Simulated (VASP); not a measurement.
# Al31SbN32 (a cell with a defect) in VASP: single point with PBEsol

Aim: the single point of Al31SbN32 (a cell with a defect) with PBEsol.

Everything below comes from runs of VASP 6.6.1. Logs are shortened: lines on timing, memory, paths and dates and some standing lists are left out, and cuts for length are marked.

**1. The cell of the first run**

The cell holds a defect, 64 atoms: a = 8.755 Å, b = 8.755 Å, c = 8.755 Å, α = 90.00°, β = 90.00°, γ = 90.00°.

**2. Single point, PBEsol**

Input file INCAR:

```
SYSTEM = Al31SbN32
ALGO     = Normal         ! electronic algorithm
EDIFF    = 1E-6           ! SCF threshold, eV
ENCUT    = 520            ! plane-wave cutoff, eV
GGA      = PS             ! functional
GGA_COMPAT= .FALSE.      
ISIF     = 2              ! what is computed and relaxed
ISMEAR   = -1             ! smearing method
KPAR     = 2            
LASPH    = .TRUE.         ! aspherical terms in the spheres
LCHARG   = .FALSE.        ! write CHGCAR
LREAL    = Auto         
LWAVE    = .FALSE.        ! write WAVECAR
NBANDS   = 167            ! bands
NCORE    = 2            
NELECT   = 256.0        
NELM     = 120            ! most SCF steps
PREC     = Accurate       ! precision mode
SIGMA    = 0.05           ! smearing width, eV
```

Input file KPOINTS:

```
Automatic mesh
0
Gamma
  2 2 2
  0.5 0.5 0.5
```

Input file POSCAR:

```
Al31SbN32
1.0
    8.7554440000      0.0000000000      0.0000000000
    0.0000000000      8.7554440000      0.0000000000
    0.0000000000      0.0000000000      8.7554440000
Al Sb N
31 1 32
Direct
    0.9997450000      0.0002230000      0.9996780000
    0.9998540000      0.0003150000      0.4995030000
    0.9998620000      0.5000540000      0.9997510000
    0.9997460000      0.5002190000      0.4996700000
    0.4996070000      0.0003310000      0.9997050000
    0.4997510000      0.0002050000      0.4996600000
    0.4997430000      0.5001920000      0.9996580000
    0.2486340000      0.2491300000      0.9995420000
    0.2436690000      0.2441010000      0.4961400000
    0.2487730000      0.7512180000      0.9996540000
    0.2437520000      0.7561980000      0.5028290000
    0.7507900000      0.2492140000      0.9996390000
    0.7557380000      0.2442370000      0.5027680000
    0.7508490000      0.7513170000      0.9998420000
    0.7561020000      0.7565560000      0.4965970000
    0.2486610000      0.0001390000      0.2485200000
    0.2487350000      0.0002350000      0.7506930000
    0.2436350000      0.4967110000      0.2435900000
    0.2437520000      0.5033230000      0.7555980000
    0.7507390000      0.0001680000      0.2487100000
    0.7508420000      0.0004250000      0.7507210000
    0.7557760000      0.5033920000      0.2435720000
    0.7561200000      0.4970890000      0.7560260000
    0.9996540000      0.2490910000      0.2485510000
    0.9996900000      0.2492230000      0.7506620000
    0.9997420000      0.7512680000      0.2486540000
    0.0000030000      0.7513400000      0.7507740000
    0.4962770000      0.2441170000      0.2435350000
    0.5029360000      0.2441840000      0.7556180000
    0.5028740000      0.7562170000      0.2436410000
    0.4965700000      0.7565450000      0.7560550000
    0.5002620000      0.5006750000      0.5001330000
    0.1248910000      0.1253190000      0.1247270000
    0.1242220000      0.1246820000      0.6255600000
    0.1242420000      0.6260990000      0.1241480000
    0.1250610000      0.6252430000      0.6247250000
    0.6256860000      0.1246510000      0.1240920000
    0.6248570000      0.1254900000      0.6246980000
    0.6248090000      0.6252800000      0.1249630000
    0.6315740000      0.6320520000      0.6314670000
    0.3749150000      0.3753500000      0.1248110000
    0.3688460000      0.3692410000      0.6303870000
    0.3742620000      0.8761130000      0.1240220000
    0.3750410000      0.8751920000      0.6247440000
    0.8756520000      0.3746770000      0.1240590000
    0.8747160000      0.3755110000      0.6247300000
    0.8750180000      0.8754740000      0.1248670000
    0.8759820000      0.8763940000      0.6257110000
    0.3749560000      0.1253190000      0.3748090000
    0.3742570000      0.1246370000      0.8754870000
    0.3688350000      0.6309280000      0.3686790000
    0.3750040000      0.6252640000      0.8746540000
    0.8756400000      0.1245930000      0.3740990000
    0.8749910000      0.1254090000      0.8748880000
    0.8747610000      0.6252930000      0.3749290000
    0.8759380000      0.6262670000      0.8758230000
    0.1248580000      0.3753270000      0.3748310000
    0.1241350000      0.3746740000      0.8755250000
    0.1242130000      0.8761010000      0.3740990000
    0.1250160000      0.8754710000      0.8748950000
    0.6305310000      0.3692590000      0.3686690000
    0.6248440000      0.3755390000      0.8746480000
    0.6248530000      0.8751850000      0.3749540000
    0.6258100000      0.8763570000      0.8757890000
```

Potentials or basis: VASP PAW PBE potentials, release 64 (Al, Sb, N).

Started as:

```bash
$ cat potpaw_PBE.64/Al/POTCAR potpaw_PBE.64/Sb/POTCAR potpaw_PBE.64/N/POTCAR > POTCAR
$ mpirun -np 4 vasp_std > vasp.out
```

OUTCAR:

```text
SYSTEM = Al31SbN32
   EDIFF = 1E-6
   ENCUT = 520
   GGA = PS
   ISIF = 2
   ISMEAR = -1
   LASPH = .TRUE.
   LREAL = Auto
   NELECT = 256.0
   NELM = 120
   PREC = Accurate

 ion  position               nearest neighbor table
   1  1.000  0.000  1.000-  47 1.89  54 1.89  60 1.89  33 1.90  24 3.08  16 3.08  27 3.08   8 3.08
                            14 3.08  21 3.08  26 3.08  12 3.08  17 3.08  25 3.08  10 3.08  20 3.08
   2  1.000  0.000  0.500-  53 1.89  59 1.89  48 1.89  34 1.89  15 3.02   9 3.02  11 3.02  13 3.02
                            24 3.09  16 3.09  26 3.09  20 3.09  25 3.10  17 3.10  21 3.10  27 3.10
   3  1.000  0.500  1.000-  58 1.89  45 1.89  56 1.89  35 1.89  23 3.02  18 3.02  22 3.02  19 3.02
                             8 3.09  24 3.09  12 3.09  25 3.10  10 3.10  26 3.10  27 3.10  14 3.10
   4  1.000  0.500  0.500-  46 1.89  55 1.89  57 1.89  36 1.90  19 3.10  18 3.10  11 3.10  13 3.10
                            15 3.10  23 3.10   9 3.10  22 3.10  25 3.11  26 3.11  27 3.11  24 3.11
   5  0.500  0.000  1.000-  50 1.89  43 1.89  64 1.89  37 1.89  31 3.02  28 3.02  29 3.02  30 3.02
                            16 3.09   8 3.09  17 3.09  10 3.10  12 3.10  20 3.10  21 3.10  14 3.10
   6  0.500  0.000  0.500-  49 1.89  44 1.89  63 1.89  38 1.90  29 3.10   9 3.10  11 3.10  30 3.10
                            15 3.10  13 3.10  28 3.10  31 3.10  20 3.11  17 3.11  21 3.11  16 3.11
   7  0.500  0.500  1.000-  62 1.89  52 1.89  41 1.89  39 1.90  22 3.10  28 3.10  31 3.10  30 3.10
                            23 3.10  29 3.10  18 3.10  19 3.10  10 3.11  12 3.11   8 3.11  14 3.11
   8  0.249  0.249  1.000-  33 1.88  58 1.89  50 1.89  41 1.91  18 3.04  28 3.04  17 3.08   1 3.08
                            25 3.08  16 3.08  24 3.08  19 3.08  29 3.09   3 3.09   5 3.09   7 3.11
   9  0.244  0.244  0.496-  34 1.86  57 1.88  49 1.88  42 1.95   2 3.02  16 3.04  24 3.04  17 3.09
[... 77 lines left out ...]
  63  0.625  0.875  0.375-  15 1.88  30 1.88   6 1.89  20 1.91
  64  0.626  0.876  0.876-  31 1.87   5 1.89  14 1.89  21 1.89

  LATTYP: Found a simple cubic cell.
 ALAT       =     8.7554440000

  Lattice vectors:

 A1 = (   8.7554440000,   0.0000000000,   0.0000000000)
 A2 = (   0.0000000000,   8.7554440000,   0.0000000000)
 A3 = (   0.0000000000,   0.0000000000,   8.7554440000)

Analysis of symmetry for initial positions (statically):
=====================================================================
 Subroutine PRICEL returns:
 Original cell was already a primitive cell.

 Routine SETGRP: Setting up the symmetry group for a
 simple cubic supercell.

 Subroutine GETGRP returns: Found  1 space group operations
 (whereof  1 operations were pure point group operations)
 out of a pool of 48 trial point group operations.

The static configuration has the point symmetry C_1 .

Analysis of symmetry for dynamics (positions and initial velocities):
=====================================================================
 Subroutine PRICEL returns:
 Original cell was already a primitive cell.

 Routine SETGRP: Setting up the symmetry group for a
 simple cubic supercell.

 Subroutine GETGRP returns: Found  1 space group operations
 (whereof  1 operations were pure point group operations)
 out of a pool of 48 trial point group operations.

The dynamic configuration has the point symmetry C_1 .

 Subroutine INISYM returns: Found  1 space group operations
 (whereof  1 operations are pure point group operations),
 and found     1 'primitive' translations

----------------------------------------------------------------------------------------

                                     Primitive cell

  volume of cell :     671.1731

  direct lattice vectors                    reciprocal lattice vectors
     8.755444000  0.000000000  0.000000000     0.114214653  0.000000000  0.000000000
     0.000000000  8.755444000  0.000000000     0.000000000  0.114214653  0.000000000
     0.000000000  0.000000000  8.755444000     0.000000000  0.000000000  0.114214653

  length of vectors
     8.755444000  8.755444000  8.755444000     0.114214653  0.114214653  0.114214653

  position of ions in fractional coordinates (direct lattice)
     0.999745000  0.000223000  0.999678000
[... 157 lines left out ...]
 Following reciprocal coordinates:
            Coordinates               Weight
  0.250000  0.250000  0.250000      2.000000
 -0.250000  0.250000  0.250000      2.000000
 -0.250000 -0.250000  0.250000      2.000000
  0.250000 -0.250000  0.250000      2.000000
   k-points           NKPTS =      4   k-points in BZ     NKDIM =      4   number of bands    NBANDS=    167
   number of dos      NEDOS =    301   number of ions     NIONS =     64
   total plane-waves  NPLWV = 343000
   dimension x,y,z NGX =    70 NGY =   70 NGZ =   70
   dimension x,y,z NGXF=   140 NGYF=  140 NGZF=  140
   ions per type =              31   1  32
   NGX,Y,Z   is equivalent  to a cutoff of  13.29, 13.29, 13.29 a.u.
   NGXF,Y,Z  is equivalent  to a cutoff of  26.58, 26.58, 26.58 a.u.
 SYSTEM =  Al31SbN32
   PREC   = accura    normal or accurate (medium, high low for compatibility)
   ISTART =      0    job   : 0-new  1-cont  2-samecut
   ICHARG =      2    charge: 1-file 2-atom 10-const
   ISPIN  =      1    spin polarized calculation?
   LNONCOLLINEAR =      F non collinear calculations
   LSORBIT =      F    spin-orbit coupling
   LASPH  =      T    aspherical Exc in radial PAW
   ENCUT  =  520.0 eV  38.22 Ry    6.18 a.u.  16.28 16.28 16.28*2*pi/ulx,y,z
   NELM   =    120;   NELMIN=  2; NELMDL= -5     # of ELM steps
   EDIFF  = 0.1E-05   stopping-criterion for ELM
   LREAL  =      T    real-space projection
   EDIFFG = 0.1E-04   stopping-criterion for IOM
   NSW    =      0    number of steps for IOM
   IBRION =     -1    ionic relax: 0-MD 1-quasi-New 2-CG
   NFREE  =      0    steps in history (QN), initial steepest desc. (CG)
   ISIF   =      2    stress and relaxation
   ISYM   =      2    0-nonsym 1-usesym 2-fastsym
   POTIM  = 0.5000    time-step for ionic-motion
   TEBEG  =    0.0;   TEEND  =   0.0 temperature during run
   PSTRESS=    0.0 pullay stress
   NELECT =     256.0000    total number of electrons
   NUPDOWN=      -1.0000    fix difference up-down
   EMIN   =  10.00;   EMAX   =-10.00  energy-range for DOS
   EFERMI =   0.00;   METHOD = LEGACY
   ISMEAR =    -1;   SIGMA  =   0.05  broadening in eV -4-tet -1-fermi 0-gaus
   EFERMI_NEDOS =   21; number of points for ismear=-14 and -15
   IALGO  =     38    algorithm
   IMIX   =      4    mixing-type and parameters
     AMIX     =   0.40;   BMIX     =  1.00
     AMIX_MAG =   1.60;   BMIX_MAG =  1.00
  volume/ion in A,a.u.               =      10.49        70.77
  Fermi-wavevector in a.u.,A,eV,Ry     =   1.187253  2.243583 19.178363  1.409570
  Thomas-Fermi vector in A             =   2.323408
   LORBIT       =      0    0 simple, 1 ext, 2 COOP (PROOUT), +10 PAW based schemes
   GGA     = PS    functional components
   LHFCALC =     F    Hartree Fock is set to
   AEXX    =    0.0000 exact exchange contribution
   IVDW    =     0    specifies the selected vdW correction
   LEPSILON=     F    determine dielectric tensor
   LRPA    =     F    only Hartree local field effects (RPA)
 non-spin polarized calculation
  energy-cutoff  :      520.00
  volume of cell :      671.17
 maximum number of plane-waves:     18052
 NGX is ok and might be reduce to    70
   NGX = 33   NGY = 33   NGZ = 33

 number of electron     255.9999938 magnetization

 Free energy of the ion-electron system (eV)
  ---------------------------------------------------
  ext. energy  EPLUGINS =         0.00000000
  ---------------------------------------------------
  free energy    TOTEN  =      -511.29892253 eV

  energy without entropy =     -511.29892253  energy(sigma->0) =     -511.29892253

 E-fermi :   7.1740     XC(G=0): -11.1220

 val. band max:        5.9499860423   @ k =   0.2500  -0.2500   0.2500
 cond. band min:       9.4305300985   @ k =   0.2500  -0.2500   0.2500
 fundamental gap:      3.4805440562
 Fermi energy:         7.1739658904

 k-point     1 :       0.2500    0.2500    0.2500
  band No.  band energies     occupation
      1      -9.7882      2.00000
      2      -8.5153      2.00000
      3      -8.2847      2.00000
      4      -8.2841      2.00000
      5      -7.9353      2.00000
      6      -7.7543      2.00000
[... 561 lines left out ...]
    139      11.6660      0.00000
    140      11.7351      0.00000
 [bands above 140 left out]

------------------------ aborting loop because EDIFF is reached ----------------------------------------

  FORCE on cell =-STRESS in cart. coord.  units (eV):
  Direction    XX          YY          ZZ          XY          YZ          ZX
  --------------------------------------------------------------------------------------
  -------------------------------------------------------------------------------------
  Total      -11.5299402    -11.5368995    -11.5329721     -0.4081675     -0.4706303     -0.4051302
  in kB      -27.5234655    -27.5400781    -27.5307029     -0.9743489     -1.1234556     -0.9670985
  external PRESSURE =     -27.5314155 kB  Pullay stress =       0.0000000 kB

 VOLUME and BASIS-vectors are now :
 -----------------------------------------------------------------------------
  energy-cutoff  :      520.00
  volume of cell :      671.17
      direct lattice vectors                 reciprocal lattice vectors
     8.755444000  0.000000000  0.000000000     0.114214653  0.000000000  0.000000000
     0.000000000  8.755444000  0.000000000     0.000000000  0.114214653  0.000000000
     0.000000000  0.000000000  8.755444000     0.000000000  0.000000000  0.114214653

 POSITION                                       TOTAL-FORCE (eV/Angst)
 -----------------------------------------------------------------------------------
      8.75321      0.00195      8.75262         0.023964      0.015162      0.016277
      8.75417      0.00276      4.37337         0.026735      0.019039      0.049829
      8.75424      4.37819      8.75326         0.024452      0.053612      0.024822
      8.75322      4.37964      4.37483         0.022779      0.015349      0.017923
      4.37428      0.00290      8.75286         0.056063      0.017584      0.024363
      4.37554      0.00179      4.37475         0.022989      0.016030      0.022200
[... 56 lines left out ...]
      5.47087      7.66263      3.28289        -0.024387     -0.023199     -0.022871
      5.47924      7.67289      7.66792        -0.037781     -0.019923     -0.021490
 -----------------------------------------------------------------------------------
    total drift:                               -0.006726      0.014469     -0.005479

  FREE ENERGIE OF THE ION-ELECTRON SYSTEM (eV)
  ---------------------------------------------------
  free  energy   TOTEN  =      -511.2989225305 eV

  energy  without entropy=     -511.2989225303  energy(sigma->0) =     -511.29892253
```

Run time: 5.2 min. Hardware: 4 MPI ranks of Intel Xeon Platinum 8259CL at 2.50GHz (Skylake/Cascade Lake), shared host; peak memory 0.52 GiB.

Results:

```
Free energy   : -511.2989 eV
Largest force : 0.190 eV/Å
```

Forces in eV/Å, atoms in the order of the input:
```
Al   0.024  0.015  0.016
Al   0.027  0.019  0.050
Al   0.024  0.054  0.025
Al   0.023  0.015  0.018
Al   0.056  0.018  0.024
Al   0.023  0.016  0.022
Al   0.021  0.020  0.026
Al   0.025  0.019  0.031
Al   0.020  0.018  0.030
Al   0.011  0.017  0.013
Al   0.029  0.008  0.019
Al   0.015  0.013  0.012
Al   0.011  0.024  0.024
Al   0.024  0.024  0.025
Al   0.022  0.018  0.018
Al   0.024  0.028  0.021
Al   0.019  0.009  0.010
Al   0.021  0.028  0.017
Al   0.029  0.025  0.013
Al   0.020  0.014  0.004
Al   0.026  0.017  0.027
Al   0.004  0.025  0.039
Al   0.014  0.034  0.013
Al   0.034  0.020  0.016
Al   0.017  0.011  0.016
Al   0.017  0.012  0.014
Al   0.020  0.019  0.022
Al   0.030  0.017  0.020
Al   0.027  0.035  0.008
Al   0.030  0.007  0.030
Al   0.032  0.018  0.010
Sb   0.011  0.016  0.000
N   -0.026 -0.019 -0.018
N   -0.027 -0.023 -0.030
N   -0.029 -0.027 -0.028
N   -0.020 -0.013 -0.019
N   -0.033 -0.023 -0.022
N   -0.020 -0.016 -0.019
N   -0.018 -0.015 -0.026
N    0.025  0.023  0.034
N   -0.026 -0.020 -0.026
N   -0.097 -0.094  0.134
N   -0.036 -0.014 -0.024
N   -0.028 -0.019 -0.018
N   -0.013 -0.033 -0.028
N   -0.021 -0.026 -0.020
N   -0.023 -0.020 -0.017
N   -0.028 -0.025 -0.036
N   -0.027 -0.018 -0.024
N   -0.036 -0.024 -0.008
N   -0.098  0.137 -0.088
N   -0.024 -0.022 -0.022
N   -0.015 -0.023 -0.027
N   -0.019 -0.016 -0.018
N   -0.024 -0.017 -0.023
N   -0.021 -0.035 -0.022
N   -0.020 -0.018 -0.023
N   -0.023 -0.031 -0.016
N   -0.030 -0.013 -0.027
N   -0.023 -0.018 -0.012
N    0.133 -0.091 -0.093
N   -0.021 -0.034 -0.023
N   -0.024 -0.023 -0.023
N   -0.038 -0.020 -0.021
```

Levels at points of the mesh, in eV from the Fermi level:
```csv
k point,band 124,band 125,band 126,band 127,band 128,band 129,band 130,band 131,band 132,band 133
"(0.25, 0.25, 0.25)",-1.37,-1.37,-1.36,-1.23,-1.23,2.27,2.71,2.71,2.74,3.92
```

Caveat: the cell carries a net charge on a neutralising background, which shifts energy and pressure; the cell is charged against a uniform background, so pressure and absolute levels hang on convention; the PAW data sets were made with another functional, which shifts forces and pressure a little; spin-orbit coupling is left out, which moves the levels of the heavy elements.
